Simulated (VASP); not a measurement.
Set up this calculation in VASP 6.6.1, as the native input.

```
Task                   : single point
Functional             : PBE
Potentials or basis    : VASP PAW PBE potentials, release 64 (Ti_sv, O)
Cutoff                 : 520 eV
k mesh                 : 8 × 8 × 8
Occupations            : gaussian, width 0.05 eV
Spin                   : no spin polarisation
Hubbard terms          : Ti d U = 4.0 eV
Dipole correction      : no
Further INCAR settings : ALGO = Normal; EDIFF = 1e-07; NBANDS = 33
```

The structure of TiO2 lies in POSCAR:

```
TiO2
1.0
   -2.0041000000      2.0041000000      5.1507000000
    2.0041000000     -2.0041000000      5.1507000000
    2.0041000000      2.0041000000     -5.1507000000
Ti O
2 4
Direct
    0.0000000000      0.0000000000      0.0000000000
    0.7500000000      0.2500000000      0.5000000000
    0.2052277854      0.2052277854      0.0000000000
    0.9552277854      0.4552277854      0.5000000000
    0.5447722146      0.0447722146      0.5000000000
    0.7947722146      0.7947722146      0.0000000000
```

One way to write it, as run:

INCAR

```
SYSTEM = TiO2
ALGO     = Normal         ! electronic algorithm
EDIFF    = 1E-7           ! SCF threshold, eV
ENCUT    = 520            ! plane-wave cutoff, eV
GGA      = PE             ! functional
ISIF     = 2              ! what is computed and relaxed
ISMEAR   = 0              ! smearing method
LASPH    = .True.         ! aspherical terms in the spheres
LCHARG   = .True.         ! write CHGCAR
LDAU     = .True.         ! DFT+U
LDAUJ    = 0 0          
LDAUL    = 2 -1           ! shell
LDAUPRINT= 1            
LDAUTYPE = 2            
LDAUU    = 4 0            ! U, eV
LELF     = .True.         ! ELF
LMAXMIX  = 4              ! l up to which the mixer works
LREAL    = .False.        ! projectors in reciprocal space
LVHAR    = .True.       
LWAVE    = .False.        ! write WAVECAR
NBANDS   = 33             ! bands
NELM     = 150            ! most SCF steps
PREC     = Accurate       ! precision mode
SIGMA    = 0.05           ! smearing width, eV
```

KPOINTS

```
k-points
0
Gamma
  8 8 8
  0 0 0
```

Potentials or basis: VASP PAW PBE potentials, release 64 (Ti_sv, O).

Command:

```bash
$ cat potpaw_PBE.64/Ti_sv/POTCAR potpaw_PBE.64/O/POTCAR > POTCAR
$ mpirun -np 1 vasp_std > vasp.out
```

Results of the run:

| Item | Value |
| --- | --- |
| Pressure | -19.5 GPa |
| Largest force | 0.556 eV/Å |
| Band gap on the k mesh | 2.23 eV, indirect (least direct gap 2.47 eV) |

It took 12 min on 1 thread of Oxide Virtual Turin-like Processor (shared host), peak memory 0.35 GiB.
